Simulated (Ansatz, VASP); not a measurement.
**Two plane-wave programs on WS2**

INCAR

```
PREC = Accurate
ENCUT = 520
EDIFF = 1E-7
ISMEAR = 0
SIGMA = 0.05
LREAL = False
LASPH = True
NELM = 80
ALGO = Normal
ISIF = 2
LWAVE = False
LCHARG = True
GGA = PS
LELF = True
LVHAR = True
NBANDS = 20
```

Contents of KPOINTS:

```
Automatic mesh
0
Gamma
  12 12 2
```

The input POSCAR:

```
WS2
1.0
    3.1835163552      0.0000000000      0.0000000000
   -1.5917581776      2.7570060369      0.0000000000
    0.0000000000      0.0000000000     16.9505778900
W S
1 2
Direct
    0.3333333333      0.6666666667      0.0000000000
    0.6272519342      0.3044797466      0.9079994900
    0.7060813992      0.3621869201      0.0920005100
```

Input for Ansatz:

```yaml
crystal:
  lattice:
    - [3.1835163552, 0.0, 0.0]
    - [-1.5917581776, 2.7570060369, 0.0]
    - [0.0, 0.0, 16.95057789]
  atoms:
    - { symbol: W, position: [0.3333333333, 0.6666666667, 0.0] }
    - { symbol: S, position: [0.6272519342, 0.3044797466, 0.90799949] }
    - { symbol: S, position: [0.7060813992, 0.3621869201, 0.09200051] }
basis:
  ecutwfc: 420
kpoints:
  mp_grid: { grid: [12, 12, 2] }
hamiltonian:
  xc: pbesol
scf:
  occupations: { method: gaussian, width: 0.05 }
output:
  forces: true
  stress: true
  eigenvalues: true
  write_density: true
  write_potential: true
  elf: true
  volumetric_format: npy
```

Change from the starting cell: mode 4 (289.9 1/cm) frozen in, largest displacement +0.113 Å.

Alike in both runs: task single point; functional PBEsol; k mesh 12 × 12 × 2; occupations gaussian, width 0.05 eV; no spin polarisation.

|  | VASP | Ansatz |
| --- | --- | --- |
| version | VASP 6.6.1 | Ansatz 0.2.0 |
| potentials or method | VASP PAW PBE potentials, release 64 (W_sv, S), cutoff 520 eV | scalar-relativistic, plane waves, PAW |
| valence electrons in the cell | 26 | 26 |

```tsv
	VASP	Ansatz	Ansatz less VASP
gap on the k mesh at the Fermi level (eV)	1.75	1.74	-0.013
least direct gap on the mesh (eV)	1.76	1.76	-0.005
rms of the force components (eV/Å)	0.533	0.531	-0.0016
```

VASP's potentials were made for PBE, not for PBEsol. Atom by atom the forces differ by 0.010 eV/Å (rms over components). The functional is the same, so the differences come from potentials, cutoffs and numerics.

Neither program's run includes spin-orbit coupling.
